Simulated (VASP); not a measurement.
The system is Sr4LiS2.

```
CELL_PARAMETERS angstrom
3.25253 1.87785 5.34423
-3.25253 1.87785 5.34423
0.00000 -3.75570 5.34423
ATOMIC_POSITIONS crystal
Li 0.50000 0.50000 0.50000
Sr 0.50000 0.50000 0.00000
Sr 0.00000 0.50000 0.50000
Sr 0.50000 0.00000 0.50000
Sr 0.00000 0.00000 0.00000
S 0.84242 0.84242 0.84242
S 0.15758 0.15758 0.15758
```

```yaml
Program: VASP 6.6.1
Task: relaxation of cell and atoms
Functional: PBE
Potentials_or_basis: VASP PAW PBE potentials, release 64 (Li_sv, Sr_sv, S)
Cutoff: 600 eV
k_mesh: 3 × 3 × 3
Occupations: gaussian, width 0.2 eV
Spin: no spin polarisation
```

At the start: pressure 8.8 GPa; volume 27.98 Å³/atom.

Q: How do energy, volume and symmetry change on relaxing?

A: Over 16 steps the energy falls by 1086.1 meV/atom and the volume is 41.23 Å³/atom (+47.4 %); space group R-3m (No. 166, to 0.05 Å).

The path:
| step | energy change (eV) | largest force (eV/Å) | pressure (GPa) | volume (Å³) |
| --- | --- | --- | --- | --- |
| 1 | 0.0000 | 2.6401 | 8.83 | 195.85 |
| 2 | -3.0420 | 1.9249 | 2.29 | 242.11 |
| 3 | -4.4842 | 1.3233 | -1.87 | 304.87 |
| 4 | -4.5360 | 1.2231 | -2.38 | 318.05 |
| 5 | -5.6268 | 2.0288 | -1.18 | 301.20 |
| 6 | -5.8724 | 3.1863 | 0.50 | 286.66 |
| 7 | -6.5908 | 2.0970 | 0.46 | 282.04 |
| 8 | -7.2461 | 0.6073 | 1.41 | 271.81 |
| 9 | -7.3242 | 0.2302 | 2.00 | 267.33 |
| 10 | -7.3363 | 0.0083 | 2.54 | 263.60 |
| 11 | -7.5810 | 0.0376 | 0.08 | 288.01 |
| 12 | -7.5858 | 0.0361 | -0.28 | 292.50 |
| 13 | -7.5858 | 0.0365 | -0.23 | 291.91 |
| 14 | -7.5962 | 0.0784 | -0.18 | 291.31 |
| 15 | -7.6001 | 0.1182 | -0.13 | 290.68 |
| 16 | -7.6026 | 0.0779 | 0.04 | 288.61 |

Final structure:
```
Li Sr S
1.0
     4.78314    2.76155    3.64168
    -4.78314    2.76155    3.64168
     0.00000   -5.52309    3.64168
Li Sr S
1 4 2
Direct
  0.50000 0.50000 0.50000
  0.50000 0.50000 0.00000
  0.00000 0.50000 0.50000
  0.50000 0.00000 0.50000
  0.00000 0.00000 0.00000
  0.73542 0.73542 0.73542
  0.26458 0.26458 0.26458
```

Caveat: the k points lie up to 0.32 Å⁻¹ apart in the final cell; the cutoff is under 1.25 times the usual one of these potentials, so pressure, stress and relaxed cells hold a basis-set (Pulay) error; the volume moved by over 15 % at a fixed basis, so the end points are rough; the relaxation stopped at a loose force limit of 0.08 eV/Å, so its end isn't a converged minimum.
